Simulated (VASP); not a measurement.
Input of a VASP 6.6.1 run:

File INCAR:

```
ALGO = Normal
EDIFF = 1E-7
ENCUT = 520
GGA = PE
ISIF = 2
ISMEAR = -1
LASPH = True
LCHARG = False
LREAL = Auto
LWAVE = False
NBANDS = 56
NELM = 100
PREC = Accurate
SIGMA = 0.05
```

Contents of KPOINTS:

```
k-points
0
Gamma
  2 2 1
```

POSCAR

```
PdC18
1.0
    7.3980000000      0.0000000000      0.0000000000
   -3.6990000000      6.4068560000      0.0000000000
    0.0000000000      0.0000000000     13.0000000000
C Pd
18 1
Direct
    0.0037058032     -0.0052478231      0.0779246846
    0.2238907447      0.1062422023      0.0751414764
    0.0037348957      0.3311036797      0.0779293529
    0.2238636509      0.4397880796      0.0751872256
    0.0025304956      0.6623287000      0.0728443026
    0.2238076448      0.7729634479      0.0747127902
    0.3356079113     -0.0043424049      0.0751509906
    0.5557285551      0.1070893382      0.0779128954
    0.3356759642      0.3289056774      0.0747341009
    0.5569480815      0.4395355328      0.0728466985
    0.3355768641      0.6620842408      0.0751542516
    0.5557744313      0.7707833970      0.0779484173
    0.6671338688     -0.0053554084      0.0852921961
    0.8923477459      0.1072472352      0.0852911110
    0.6690554795      0.3293188494      0.0736532945
    0.8904260620      0.4400032117      0.0736656278
    0.6690719843      0.6618945266      0.0737341817
    0.8903958297      0.7725556067      0.0737195242
    0.7795809873      1.0511650110      0.2425418779
```

Potentials or basis: VASP PAW PBE potentials, release 64 (C, Pd).

The run is started by

```console
$ cat potpaw_PBE.64/C/POTCAR potpaw_PBE.64/Pd/POTCAR > POTCAR
$ mpirun -np 1 vasp_std > vasp.out
```

Question: Predict the largest force.

Answer: 0.020 eV/Å.

Question: Estimate the band gap on the k mesh.

Answer: 0.07 eV, direct.

Forces on the atoms (eV/Å):
```
C   -0.002  0.006  0.000
C   -0.008  0.008 -0.001
C   -0.009 -0.003 -0.004
C    0.014 -0.008 -0.007
C   -0.006  0.003  0.007
C   -0.002  0.005  0.005
C   -0.009 -0.002 -0.005
C    0.011  0.015 -0.007
C   -0.001  0.002  0.006
C   -0.001  0.004  0.002
C    0.008  0.001  0.000
C   -0.004 -0.001 -0.008
C   -0.007 -0.009 -0.003
C    0.012  0.005 -0.002
C    0.000 -0.002  0.003
C   -0.009 -0.003  0.004
C    0.003 -0.014 -0.004
C    0.008 -0.005 -0.003
Pd   0.001 -0.001  0.018
```

Caveat: the k points lie up to 0.49 Å⁻¹ apart.
